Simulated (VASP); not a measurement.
Here is a VASP 6.6.1 calculation.

Contents of POSCAR:

```
FeO
1.0
    2.9029055100      0.0000000000      0.0000000000
   -1.4514527500      2.5139899200      0.0000000000
    0.0000000000      0.0000000000      2.8330919500
Fe O
1 1
Direct
    0.0000000000      0.0000000000      0.0000000000
    0.6666666667      0.3333333333      0.5000000000
```

File INCAR.step1:

```
SYSTEM = FeO
  PREC = Accurate
  ENCUT = 520
  EDIFF = 1E-5
  ISMEAR = -1
  SIGMA = 0.05
  LREAL = .False.
  LASPH = .True.
  NELM = 150
  ALGO = Normal
  ISIF = 2
  LWAVE = .True.
  LCHARG = .False.
  ISPIN = 2
  MAGMOM = 3 0
  LORBIT = 11
  LMAXMIX = 4
  GGA = PE
  NBANDS = 18
```

Contents of INCAR.step2:

```
SYSTEM = FeO
  PREC = Accurate
  ENCUT = 520
  EDIFF = 1E-7
  ISMEAR = -1
  SIGMA = 0.05
  LREAL = .False.
  LASPH = .True.
  NELM = 150
  ALGO = Normal
  ISIF = 2
  LWAVE = .False.
  LCHARG = .False.
  ISPIN = 2
  MAGMOM = 3 0
  LORBIT = 11
  LMAXMIX = 4
  GGA = PS
  LHFCALC = .True.
  AEXX = 0.25
  HFSCREEN = 0.207
  PRECFOCK = Normal
  ISTART = 1
  NBANDS = 18
```

The input KPOINTS:

```
regular mesh
0
Gamma
  5 5 5
  0 0 0
```

Potentials or basis: VASP PAW PBE potentials, release 64 (Fe, O).

Run with:

```sh
$ cat potpaw_PBE.64/Fe/POTCAR potpaw_PBE.64/O/POTCAR > POTCAR
$ cp INCAR.step1 INCAR
$ mpirun -np 1 vasp_std > vasp.out
$ cp INCAR.step2 INCAR
$ mpirun -np 1 vasp_std > vasp.out
```

(1) What does it give for the pressure?

(2) What does it give for the site moments?

(3) What does it give for the band gap on the k mesh?

(4) Predict the net moment.

## Answers

(1) -22.0 GPa.

(2) Fe +3.71; O +0.29 μB.

(3) zero (filled and empty bands overlap).

(4) 4.02 μB per cell.

Caveat: the k points lie up to 0.50 Å⁻¹ apart; the PAW data sets were made with another functional, which shifts forces and pressure a little; a cell with one magnetic atom can't hold antiferromagnetic order, which such compounds often take.
